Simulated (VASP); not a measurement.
# BaTiO3 (P4mm) in VASP: notebook, part 2 of 2

VASP 6.6.1.

### 3 Single point, r2SCAN (12.59 Å³/atom)

This run uses another cell than the first one, of 12.59 Å³/atom.

File POSCAR:

```
BaTiO3
1.0
    3.9553582860      0.0000000000      0.0000000000
    0.0000000000      3.9553582860      0.0000000000
    0.0000000000      0.0000000000      4.0235063192
Ba Ti O
1 1 3
Direct
    0.0000000000      0.0000000000      0.0003528897
    0.5000000000      0.5000000000      0.4850182149
    0.5000000000      0.5000000000      0.0261017506
    0.5000000000      0.0000000000      0.5157635724
    0.0000000000      0.5000000000      0.5157635724
```

File INCAR.step1:

```
SYSTEM = BaTiO3
  ALGO = Normal
  EDIFF = 1E-4
  ENCUT = 520
  GGA = PE
  ISMEAR = 0
  LASPH = .True.
  LCHARG = .False.
  LREAL = .False.
  LWAVE = .True.
  NBANDS = 28
  NELM = 60
  PREC = Accurate
  SIGMA = 0.02
```

File INCAR.step2:

```
SYSTEM = BaTiO3
  ALGO = Normal
  EDIFF = 1E-6
  ENCUT = 520
  ISIF = 2
  ISMEAR = 0
  ISTART = 1
  LASPH = .True.
  LCHARG = .False.
  LMIXTAU = .True.
  LREAL = .False.
  LWAVE = .False.
  METAGGA = R2SCAN
  NBANDS = 28
  NELM = 60
  PREC = Accurate
  SIGMA = 0.02
```

File KPOINTS:

```
k-points
0
Gamma
  8 8 8
  0 0 0
```

Potentials or basis: VASP PAW PBE potentials, release 64 (Ba_sv, Ti_sv, O).

Run with:

```bash
> cat potpaw_PBE.64/Ba_sv/POTCAR potpaw_PBE.64/Ti_sv/POTCAR potpaw_PBE.64/O/POTCAR > POTCAR
> cp INCAR.step1 INCAR
> mpirun -np 1 vasp_std > vasp.out
> cp INCAR.step2 INCAR
> mpirun -np 1 vasp_std > vasp.out
```

OUTCAR:

```text
SYSTEM = BaTiO3
   EDIFF = 1E-6
   ENCUT = 520
   ISIF = 2
   ISMEAR = 0
   ISTART = 1
   LASPH = .True.
   LREAL = .False.
   METAGGA = R2SCAN
   NELM = 60
   PREC = Accurate

 ion  position               nearest neighbor table
   1  0.000  0.000  0.000-   4 2.78   5 2.78   5 2.78   4 2.78   3 2.80   3 2.80   3 2.80   3 2.80
                             4 2.87   5 2.87   5 2.87   4 2.87   2 3.41   2 3.41   2 3.41   2 3.41
   2  0.500  0.500  0.485-   3 1.85   4 1.98   5 1.98   4 1.98   5 1.98   3 2.18   1 3.41   1 3.41
                             1 3.41   1 3.41   1 3.48   1 3.48   1 3.48   1 3.48
   3  0.500  0.500  0.026-   2 1.85   2 2.18   1 2.80   1 2.80   1 2.80   1 2.80
   4  0.500  0.000  0.516-   2 1.98   2 1.98   1 2.78   1 2.78   1 2.87   1 2.87
   5  0.000  0.500  0.516-   2 1.98   2 1.98   1 2.78   1 2.78   1 2.87   1 2.87

  LATTYP: Found a simple tetragonal cell.
 ALAT       =     3.9553582860
 C/A-ratio  =     1.0172292946

  Lattice vectors:

 A1 = (   3.9553582860,   0.0000000000,   0.0000000000)
 A2 = (   0.0000000000,   3.9553582860,   0.0000000000)
 A3 = (   0.0000000000,   0.0000000000,   4.0235063192)

Analysis of symmetry for initial positions (statically):
=====================================================================
 Subroutine PRICEL returns:
 Original cell was already a primitive cell.

 Routine SETGRP: Setting up the symmetry group for a
 simple tetragonal supercell.

 Subroutine GETGRP returns: Found  8 space group operations
 (whereof  8 operations were pure point group operations)
 out of a pool of 16 trial point group operations.

The static configuration has the point symmetry C_4v.

Analysis of symmetry for dynamics (positions and initial velocities):
=====================================================================
 Subroutine PRICEL returns:
 Original cell was already a primitive cell.

 Routine SETGRP: Setting up the symmetry group for a
 simple tetragonal supercell.

 Subroutine GETGRP returns: Found  8 space group operations
 (whereof  8 operations were pure point group operations)
 out of a pool of 16 trial point group operations.

The dynamic configuration has the point symmetry C_4v.

 Subroutine INISYM returns: Found  8 space group operations
 (whereof  8 operations are pure point group operations),
 and found     1 'primitive' translations

----------------------------------------------------------------------------------------

                                     Primitive cell

  volume of cell :      62.9472

  direct lattice vectors                    reciprocal lattice vectors
     3.955358286  0.000000000  0.000000000     0.252821597  0.000000000  0.000000000
     0.000000000  3.955358286  0.000000000     0.000000000  0.252821597  0.000000000
     0.000000000  0.000000000  4.023506319     0.000000000  0.000000000  0.248539438

  length of vectors
     3.955358286  3.955358286  4.023506319     0.252821597  0.252821597  0.248539438

  position of ions in fractional coordinates (direct lattice)
     0.000000000  0.000000000  0.000352890
     0.500000000  0.500000000  0.485018215
     0.500000000  0.500000000  0.026101751
     0.500000000  0.000000000  0.515763572
     0.000000000  0.500000000  0.515763572
[... 34 lines left out ...]

 Following reciprocal coordinates:
            Coordinates               Weight
  0.000000  0.000000  0.000000      1.000000
  0.125000  0.000000  0.000000      4.000000
  0.250000  0.000000  0.000000      4.000000
  0.375000  0.000000  0.000000      4.000000
  0.500000  0.000000  0.000000      2.000000
  0.125000  0.125000  0.000000      4.000000
[... 16 lines left out ...]
  0.375000  0.125000  0.125000     16.000000
  0.500000  0.125000  0.125000      8.000000
 [... further k-points ...]
   k-points           NKPTS =     75   k-points in BZ     NKDIM =     75   number of bands    NBANDS=     28
   number of dos      NEDOS =    301   number of ions     NIONS =      5
   total plane-waves  NPLWV =  27000
   dimension x,y,z NGX =    30 NGY =   30 NGZ =   30
   dimension x,y,z NGXF=    60 NGYF=   60 NGZF=   60
   ions per type =               1   1   3
   NGX,Y,Z   is equivalent  to a cutoff of  12.61, 12.61, 12.40 a.u.
   NGXF,Y,Z  is equivalent  to a cutoff of  25.22, 25.22, 24.79 a.u.
 SYSTEM =  BaTiO3
   PREC   = accura    normal or accurate (medium, high low for compatibility)
   ISTART =      1    job   : 0-new  1-cont  2-samecut
   ICHARG =      0    charge: 1-file 2-atom 10-const
   ISPIN  =      1    spin polarized calculation?
   LNONCOLLINEAR =      F non collinear calculations
   LSORBIT =      F    spin-orbit coupling
   LASPH  =      T    aspherical Exc in radial PAW
   ENCUT  =  520.0 eV  38.22 Ry    6.18 a.u.   7.35  7.35  7.48*2*pi/ulx,y,z
   NELM   =     60;   NELMIN=  2; NELMDL=  0     # of ELM steps
   EDIFF  = 0.1E-05   stopping-criterion for ELM
   LREAL  =      F    real-space projection
   EDIFFG = 0.1E-04   stopping-criterion for IOM
   NSW    =      0    number of steps for IOM
   IBRION =     -1    ionic relax: 0-MD 1-quasi-New 2-CG
   NFREE  =      0    steps in history (QN), initial steepest desc. (CG)
   ISIF   =      2    stress and relaxation
   ISYM   =      2    0-nonsym 1-usesym 2-fastsym
   POTIM  = 0.5000    time-step for ionic-motion
   TEBEG  =    0.0;   TEEND  =   0.0 temperature during run
   PSTRESS=    0.0 pullay stress
   NELECT =      40.0000    total number of electrons
   NUPDOWN=      -1.0000    fix difference up-down
   EMIN   =  10.00;   EMAX   =-10.00  energy-range for DOS
   EFERMI =   0.00;   METHOD = LEGACY
   ISMEAR =     0;   SIGMA  =   0.02  broadening in eV -4-tet -1-fermi 0-gaus
   EFERMI_NEDOS =   21; number of points for ismear=-14 and -15
   IALGO  =     38    algorithm
   IMIX   =      4    mixing-type and parameters
     AMIX     =   0.40;   BMIX     =  1.00
     AMIX_MAG =   1.60;   BMIX_MAG =  1.00
  volume/ion in A,a.u.               =      12.59        84.96
  Fermi-wavevector in a.u.,A,eV,Ry     =   1.407460  2.659714 26.952373  1.980944
  Thomas-Fermi vector in A             =   2.529717
   LORBIT       =      0    0 simple, 1 ext, 2 COOP (PROOUT), +10 PAW based schemes
   METAGGA = R2SCAN    functional components
   LHFCALC =     F    Hartree Fock is set to
   AEXX    =    0.0000 exact exchange contribution
   IVDW    =     0    specifies the selected vdW correction
   LEPSILON=     F    determine dielectric tensor
   LRPA    =     F    only Hartree local field effects (RPA)
 non-spin polarized calculation
 Gauss-broadening in eV      SIGMA  =   0.02
  energy-cutoff  :      520.00
  volume of cell :       62.95
 maximum number of plane-waves:      1743
 NGX is ok and might be reduce to    30
   NGX = 15   NGY = 15   NGZ = 15

 number of electron      39.9999986 magnetization

 Free energy of the ion-electron system (eV)
  ---------------------------------------------------
  ext. energy  EPLUGINS =         0.00000000
  ---------------------------------------------------
  free energy    TOTEN  =       -74.21859264 eV

  energy without entropy =      -74.21859264  energy(sigma->0) =      -74.21859264

 E-fermi :   3.9390     XC(G=0): -12.0151

 val. band max:        3.7615213868   @ k =   0.5000   0.5000   0.5000
 cond. band min:       5.9977986722   @ k =   0.0000   0.0000   0.0000
 fundamental gap:      2.2362772854
 Fermi energy:         3.9390032052

 k-point     1 :       0.0000    0.0000    0.0000
  band No.  band energies     occupation
      1     -54.9553      2.00000
      2     -30.1922      2.00000
      3     -30.1262      2.00000
      4     -30.1262      2.00000
      5     -21.7806      2.00000
      6     -14.2240      2.00000
[... 733 lines left out ...]
     27      12.3876      0.00000
     28      13.2501      0.00000

 [... further k-points ...]

------------------------ aborting loop because EDIFF is reached ----------------------------------------

  FORCE on cell =-STRESS in cart. coord.  units (eV):
  Direction    XX          YY          ZZ          XY          YZ          ZX
  --------------------------------------------------------------------------------------
  -------------------------------------------------------------------------------------
  Total        2.3721643      2.3721643      2.4548098      0.0000000     -0.0000000      0.0000000
  in kB       60.3780397     60.3780397     62.4815912      0.0000000     -0.0000000      0.0000000
  external PRESSURE =      61.0792235 kB  Pullay stress =       0.0000000 kB

 VOLUME and BASIS-vectors are now :
 -----------------------------------------------------------------------------
  energy-cutoff  :      520.00
  volume of cell :       62.95
      direct lattice vectors                 reciprocal lattice vectors
     3.955358286  0.000000000  0.000000000     0.252821597  0.000000000  0.000000000
     0.000000000  3.955358286  0.000000000     0.000000000  0.252821597  0.000000000
     0.000000000  0.000000000  4.023506319     0.000000000  0.000000000  0.248539438

 POSITION                                       TOTAL-FORCE (eV/Angst)
 -----------------------------------------------------------------------------------
      0.00000      0.00000      0.00142         0.000000      0.000000      0.022349
      1.97768      1.97768      1.95147        -0.000000     -0.000000      0.135592
      1.97768      1.97768      0.10502        -0.000000     -0.000000     -0.128882
      1.97768      0.00000      2.07518        -0.000000      0.000000     -0.014529
      0.00000      1.97768      2.07518         0.000000      0.000000     -0.014529
 -----------------------------------------------------------------------------------
    total drift:                                0.000000      0.000000     -0.001940

  FREE ENERGIE OF THE ION-ELECTRON SYSTEM (eV)
  ---------------------------------------------------
  free  energy   TOTEN  =       -74.2185926360 eV

  energy  without entropy=      -74.2185926360  energy(sigma->0) =      -74.21859264
```

Wall time 3.3 min (1 thread of Intel Xeon 6975P-C (Granite Rapids), shared host); peak memory 0.26 GiB.

What came out:

- Free energy: -74.2186 eV
- Pressure: 6.1 GPa
- Largest force: 0.136 eV/Å
- Band gap on the k mesh: 2.24 eV (least direct gap 2.61 eV)

Forces on the atoms (eV/Å):
```
Ba   0.000  0.000  0.022
Ti   0.000  0.000  0.136
O    0.000  0.000 -0.129
O    0.000  0.000 -0.015
O    0.000  0.000 -0.015
```

Caveat: the cell stands under pressure; the PAW data sets were made with another functional, which shifts forces and pressure a little; spin-orbit coupling is left out, which moves the levels of the heavy elements. A k mesh can miss the band edges.
